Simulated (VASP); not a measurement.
# KBr in VASP: settings compared, part 2 of 2

VASP 6.6.1.

## Step 3: Electric field gradients, PBE (atom 2 (Br) moved by [0.028868, 0.028868, 0.028868] A)

INCAR

```
SYSTEM = KBr
ALGO = Normal
EDIFF = 1E-8
ENCUT = 520
GGA = PE
ISIF = 2
ISMEAR = -1
LASPH = .True.
LCHARG = .False.
LEFG = .True.
LREAL = .False.
LWAVE = .False.
NBANDS = 15
NELM = 100
PREC = Accurate
SIGMA = 0.01
```

KPOINTS

```
k-points
0
Gamma
  7 7 7
  0 0 0
```

POSCAR

```
KBr
1.0
    0.0000000000      3.2925000000      3.2925000000
    3.2925000000      0.0000000000      3.2925000000
    3.2925000000      3.2925000000      0.0000000000
K Br
1 1
Direct
    0.0000000000      0.0000000000      0.0000000000
    0.5043839028      0.5043839028      0.5043839028
```

Potentials or basis: VASP PAW PBE potentials, release 64 (K_sv, Br).

Run with:

```
$ cat potpaw_PBE.64/K_sv/POTCAR potpaw_PBE.64/Br/POTCAR > POTCAR
$ mpirun -np 1 vasp_std > vasp.out
```

OUTCAR:

```text
SYSTEM = KBr
   EDIFF = 1E-8
   ENCUT = 520
   GGA = PE
   ISIF = 2
   ISMEAR = -1
   LASPH = .True.
   LREAL = .False.
   NELM = 100
   PREC = Accurate

 ion  position               nearest neighbor table
   1  0.000  0.000  0.000-   2 3.26   2 3.26   2 3.26
   2  0.504  0.504  0.504-   1 3.26   1 3.26   1 3.26

  LATTYP: Found a face centered cubic cell.
 ALAT       =     6.5850000000

  Lattice vectors:

 A1 = (   0.0000000000,   3.2925000000,   3.2925000000)
 A2 = (   3.2925000000,   0.0000000000,   3.2925000000)
 A3 = (   3.2925000000,   3.2925000000,   0.0000000000)

Analysis of symmetry for initial positions (statically):
=====================================================================
 Subroutine PRICEL returns:
 Original cell was already a primitive cell.

 Routine SETGRP: Setting up the symmetry group for a
 face centered cubic supercell.

 Subroutine GETGRP returns: Found  6 space group operations
 (whereof  6 operations were pure point group operations)
 out of a pool of 48 trial point group operations.

The static configuration has the point symmetry C_3v.

Analysis of symmetry for dynamics (positions and initial velocities):
=====================================================================
 Subroutine PRICEL returns:
 Original cell was already a primitive cell.

 Routine SETGRP: Setting up the symmetry group for a
 face centered cubic supercell.

 Subroutine GETGRP returns: Found  6 space group operations
 (whereof  6 operations were pure point group operations)
 out of a pool of 48 trial point group operations.

The dynamic configuration has the point symmetry C_3v.

 Subroutine INISYM returns: Found  6 space group operations
 (whereof  6 operations are pure point group operations),
 and found     1 'primitive' translations

----------------------------------------------------------------------------------------

                                     Primitive cell

  volume of cell :      71.3851

  direct lattice vectors                    reciprocal lattice vectors
     0.000000000  3.292500000  3.292500000    -0.151860289  0.151860289  0.151860289
     3.292500000  0.000000000  3.292500000     0.151860289 -0.151860289  0.151860289
     3.292500000  3.292500000  0.000000000     0.151860289  0.151860289 -0.151860289

  length of vectors
     4.656298154  4.656298154  4.656298154     0.263029735  0.263029735  0.263029735

  position of ions in fractional coordinates (direct lattice)
     0.000000000  0.000000000  0.000000000
     0.504383903  0.504383903  0.504383903

  ion indices of the primitive-cell ions
   primitive index   ion index
                 1           1
                 2           2

----------------------------------------------------------------------------------------

 KPOINTS: k-points

Automatic generation of k-mesh.
 Grid dimensions read from file:
 generate k-points for:    7    7    7

 Generating k-lattice:

  Cartesian coordinates                     Fractional coordinates (reciprocal lattice)
    -0.021694327  0.021694327  0.021694327     0.142857143  0.000000000  0.000000000
[... 73 lines left out ...]
   EFERMI =   0.00;   METHOD = LEGACY
   ISMEAR =    -1;   SIGMA  =   0.01  broadening in eV -4-tet -1-fermi 0-gaus
   EFERMI_NEDOS =   21; number of points for ismear=-14 and -15
   IALGO  =     38    algorithm
   IMIX   =      4    mixing-type and parameters
     AMIX     =   0.40;   BMIX     =  1.00
     AMIX_MAG =   1.60;   BMIX_MAG =  1.00
  volume/ion in A,a.u.               =      35.69       240.87
  Fermi-wavevector in a.u.,A,eV,Ry     =   0.994441  1.879221 13.454978  0.988913
  Thomas-Fermi vector in A             =   2.126392
   LORBIT       =      0    0 simple, 1 ext, 2 COOP (PROOUT), +10 PAW based schemes
   GGA     = PE    functional components
   LHFCALC =     F    Hartree Fock is set to
   AEXX    =    0.0000 exact exchange contribution
   IVDW    =     0    specifies the selected vdW correction
   LEPSILON=     F    determine dielectric tensor
   LRPA    =     F    only Hartree local field effects (RPA)
 non-spin polarized calculation
  energy-cutoff  :      520.00
  volume of cell :       71.39
 maximum number of plane-waves:      1940
   NGX = 17   NGY = 17   NGZ = 17

 number of electron      16.0000000 magnetization

 Free energy of the ion-electron system (eV)
  ---------------------------------------------------
  ext. energy  EPLUGINS =         0.00000000
  ---------------------------------------------------
  free energy    TOTEN  =        -6.21095271 eV

  energy without entropy =       -6.21095271  energy(sigma->0) =       -6.21095271

 E-fermi :  -1.4854     XC(G=0):  -7.3976

 val. band max:       -1.7140375533   @ k =   0.0000   0.0000   0.0000
 cond. band min:       2.7388607938   @ k =   0.0000   0.0000   0.0000
 fundamental gap:      4.4528983471
 Fermi energy:        -1.4854265307

 k-point     1 :       0.0000    0.0000    0.0000
  band No.  band energies     occupation
      1     -29.4792      2.00000
      2     -14.0150      2.00000
      3     -12.9573      2.00000
      4     -12.9573      2.00000
      5     -12.9565      2.00000
      6      -1.7144      2.00000
      7      -1.7144      2.00000
      8      -1.7140      2.00000
      9       2.7389      0.00000
     10       5.8926      0.00000
     11       5.8926      0.00000
     12       5.8973      0.00000
     13       6.7227      0.00000
     14       6.7227      0.00000
[... 401 lines left out ...]
      2     -14.0336      2.00000
      3     -12.9940      2.00000
      4     -12.9839      2.00000
      5     -12.8934      2.00000
      6      -2.5629      2.00000
      7      -2.0617      2.00000
      8      -1.9829      2.00000
      9       4.6141      0.00000
     10       5.3030      0.00000
     11       7.5786      0.00000
     12       7.6479      0.00000
     13       8.2611      0.00000
     14       8.4946      0.00000
     15       9.0914      0.00000

 [... further k-points ...]
[... 5 lines left out ...]
  --------------------------------------------------------------------------------------
  -------------------------------------------------------------------------------------
  Total        0.3951699      0.3951699      0.3951699     -0.0019774     -0.0019774     -0.0019774
  in kB        8.8692548      8.8692548      8.8692548     -0.0443817     -0.0443817     -0.0443817
  external PRESSURE =       8.8692548 kB  Pullay stress =       0.0000000 kB

 VOLUME and BASIS-vectors are now :
 -----------------------------------------------------------------------------
  energy-cutoff  :      520.00
  volume of cell :       71.39
      direct lattice vectors                 reciprocal lattice vectors
     0.000000000  3.292500000  3.292500000    -0.151860289  0.151860289  0.151860289
     3.292500000  0.000000000  3.292500000     0.151860289 -0.151860289  0.151860289
     3.292500000  3.292500000  0.000000000     0.151860289  0.151860289 -0.151860289

 POSITION                                       TOTAL-FORCE (eV/Angst)
 -----------------------------------------------------------------------------------
      0.00000      0.00000      0.00000         0.037027      0.037027      0.037027
      3.32137      3.32137      3.32137        -0.037027     -0.037027     -0.037027
 -----------------------------------------------------------------------------------
    total drift:                                0.000013      0.000013      0.000013

  FREE ENERGIE OF THE ION-ELECTRON SYSTEM (eV)
  ---------------------------------------------------
  free  energy   TOTEN  =        -6.2109527057 eV

  energy  without entropy=       -6.2109527057  energy(sigma->0) =       -6.21095271

 Electric field gradients (V/A^2)
---------------------------------------------------------------------
 ion       V_xx      V_yy      V_zz      V_xy      V_xz      V_yz
---------------------------------------------------------------------
   1      -0.000    -0.000    -0.000     0.046     0.046     0.046
   2      -0.000    -0.000     0.000     0.022     0.022     0.022
---------------------------------------------------------------------

 Electric field gradients after diagonalization (V/A^2)
 (convention: |V_zz| > |V_xx| > |V_yy|)
----------------------------------------------------------------------
 ion       V_xx      V_yy      V_zz     asymmetry (V_yy - V_xx)/ V_zz
----------------------------------------------------------------------
   1      -0.046    -0.046     0.093       0.000
   2      -0.022    -0.022     0.045       0.000
----------------------------------------------------------------------

           NMR quadrupolar parameters

 Cq : quadrupolar parameter    Cq=e*Q*V_zz/h
 eta: asymmetry parameters     (V_yy - V_xx)/ V_zz
 Q  : nuclear electric quadrupole moment in mb (millibarn)
----------------------------------------------------------------------
 ion       Cq(MHz)       eta       Q (mb)
----------------------------------------------------------------------
   1       0.000       0.000       1.000
   2       0.000       0.000       1.000
----------------------------------------------------------------------
```

It took 28 s on 1 thread of Intel Xeon Platinum 8559C (Emerald Rapids), shared host; peak memory 0.22 GiB.

What came out:

- Free energy: -6.2110 eV
- Pressure: 0.9 GPa
- Largest force: 0.064 eV/Å
- Band gap on the k mesh: 4.45 eV, direct

Forces in eV/Å, atoms in the order of the input:
```
K    0.037  0.037  0.037
Br  -0.037 -0.037 -0.037
```

Caveat: the cell differs from its parent crystal (atom 2 (Br) moved by [0.028868, 0.028868, 0.028868] A); without QUAD_EFG the Cq values of the log hold for a quadrupole moment of 1 mb, not for the nuclei.

## Step 4: Electric field gradients, LDA

Changes to INCAR since step 3:

```diff
@@ -4,3 +4,2 @@
 ENCUT = 520
-GGA = PE
 ISIF = 2
@@ -13,3 +12,3 @@
 NBANDS = 15
-NELM = 100
+NELM = 60
 PREC = Accurate
```

KPOINTS is that of step 3.

Changes to POSCAR since step 3:

```diff
@@ -9,2 +9,2 @@
     0.0000000000      0.0000000000      0.0000000000
-    0.5043839028      0.5043839028      0.5043839028
+    0.5000000000      0.5000000000      0.5000000000
```

Potentials or basis: VASP PAW LDA potentials, release 64 (K_sv, Br).

Run with:

```
$ cat potpaw_LDA.64/K_sv/POTCAR potpaw_LDA.64/Br/POTCAR > POTCAR
$ mpirun -np 1 vasp_std > vasp.out
```

OUTCAR:

```text
SYSTEM = KBr
   EDIFF = 1E-8
   ENCUT = 520
   ISIF = 2
   ISMEAR = -1
   LASPH = .True.
   LREAL = .False.
   NELM = 60
   PREC = Accurate

 ion  position               nearest neighbor table
   1  0.000  0.000  0.000-   2 3.29   2 3.29   2 3.29   2 3.29   2 3.29   2 3.29
   2  0.500  0.500  0.500-   1 3.29   1 3.29   1 3.29   1 3.29   1 3.29   1 3.29

  LATTYP: Found a face centered cubic cell.
 ALAT       =     6.5850000000

  Lattice vectors:

 A1 = (   0.0000000000,   3.2925000000,   3.2925000000)
 A2 = (   3.2925000000,   0.0000000000,   3.2925000000)
 A3 = (   3.2925000000,   3.2925000000,   0.0000000000)

Analysis of symmetry for initial positions (statically):
[... 564 lines left out ...]
  energy  without entropy=       -6.8020567953  energy(sigma->0) =       -6.80205680

 Electric field gradients (V/A^2)
---------------------------------------------------------------------
 ion       V_xx      V_yy      V_zz      V_xy      V_xz      V_yz
---------------------------------------------------------------------
   1      -0.000     0.000    -0.000     0.000     0.000     0.000
   2       0.000     0.000     0.000     0.001     0.001     0.001
---------------------------------------------------------------------

 Electric field gradients after diagonalization (V/A^2)
 (convention: |V_zz| > |V_xx| > |V_yy|)
----------------------------------------------------------------------
 ion       V_xx      V_yy      V_zz     asymmetry (V_yy - V_xx)/ V_zz
----------------------------------------------------------------------
   1      -0.000    -0.000     0.000       0.000
   2      -0.001    -0.001     0.001       0.000
----------------------------------------------------------------------

           NMR quadrupolar parameters

 Cq : quadrupolar parameter    Cq=e*Q*V_zz/h
 eta: asymmetry parameters     (V_yy - V_xx)/ V_zz
 Q  : nuclear electric quadrupole moment in mb (millibarn)
----------------------------------------------------------------------
 ion       Cq(MHz)       eta       Q (mb)
----------------------------------------------------------------------
   1       0.000       0.000       1.000
   2       0.000       0.000       1.000
----------------------------------------------------------------------
```

OSZICAR:

```text
N       E                     dE             d eps       ncg     rms          rms(c)
DAV:   1     0.105797980400E+03    0.10580E+03   -0.67986E+03   600   0.936E+02
DAV:   2    -0.324653409825E-01   -0.10583E+03   -0.97930E+02   769   0.246E+02
DAV:   3    -0.672699422722E+01   -0.66945E+01   -0.66620E+01   804   0.520E+01
DAV:   4    -0.698875395424E+01   -0.26176E+00   -0.26168E+00   954   0.925E+00
DAV:   5    -0.699085303097E+01   -0.20991E-02   -0.20990E-02   846   0.872E-01    0.329E+00
DAV:   6    -0.682499728338E+01    0.16586E+00   -0.18858E-01   768   0.217E+00    0.238E+00
DAV:   7    -0.680143225705E+01    0.23565E-01   -0.68056E-02   768   0.148E+00    0.115E+00
DAV:   8    -0.680200646707E+01   -0.57421E-03   -0.80370E-03   841   0.662E-01    0.179E-01
DAV:   9    -0.680198221339E+01    0.24254E-04   -0.15272E-04   747   0.751E-02    0.749E-02
DAV:  10    -0.680205670831E+01   -0.74495E-04   -0.69085E-05   712   0.453E-02    0.206E-02
DAV:  11    -0.680205646572E+01    0.24259E-06   -0.31048E-06   820   0.110E-02    0.730E-03
DAV:  12    -0.680205675431E+01   -0.28859E-06   -0.44833E-07   747   0.421E-03    0.111E-03
DAV:  13    -0.680205679430E+01   -0.39991E-07   -0.21535E-08   739   0.105E-03    0.910E-04
DAV:  14    -0.680205679532E+01   -0.10205E-08   -0.39785E-09   587   0.570E-04
   1 F= -.68020568E+01 E0= -.68020568E+01  d E =-.294298E-12
```

stdout:

```text
POSCAR found type information on POSCAR K Br
 POSCAR found :  2 types and       2 ions
 scaLAPACK will be used
 LDA part: xc-table for (Slater(with rela. corr.)+CA(PZ))
 , standard interpolation
 POSCAR, INCAR and KPOINTS ok, starting setup
 FFT: planning ... GRIDC
 FFT: planning ... GRID_SOFT
 FFT: planning ... GRID
 WAVECAR not read
 entering main loop
ion   1

ion   2
```

It took 32 s on 1 thread of Intel Xeon 8259CL, shared host; peak memory 0.18 GiB.

What came out:

```yaml
Free_energy: -6.8021 eV
Pressure: -1.5 GPa
Band_gap_on_the_k_mesh: 4.06 eV, direct
```

Caveat: without QUAD_EFG the Cq values of the log hold for a quadrupole moment of 1 mb, not for the nuclei. Expect the measured gap to be larger: semilocal functionals such as LDA lack the derivative discontinuity.

## Step 5: The runs side by side

| level | potentials or basis | cell | gap on the mesh (eV) | pressure (GPa) |
| --- | --- | --- | --- | --- |
| PBE | VASP PAW PBE potentials, release 64 (K_sv, Br) | a = 4.633 Å, angles 60.7°, 2 atoms | 4.43 | 0.9 |
| PBE | VASP PAW PBE potentials, release 64 (K_sv, Br) | a = 4.656 Å, angles 60.0°, 2 atoms | 4.45 | 0.9 |
| LDA | VASP PAW LDA potentials, release 64 (K_sv, Br) | a = 4.656 Å, angles 60.0°, 2 atoms | 4.06 | -1.5 |

Some of these runs hold the atoms at other places in the same cell, which the table doesn't show; runs alike in all that it shows share one row.

Alike in all rows: task electric field gradients; no spin polarisation; k mesh 7 × 7 × 7; cutoff (eV) 520; smearing fermi-dirac 0.01 eV.

Total energies depend on the potentials used, so only differences within one code and one set of settings carry meaning.
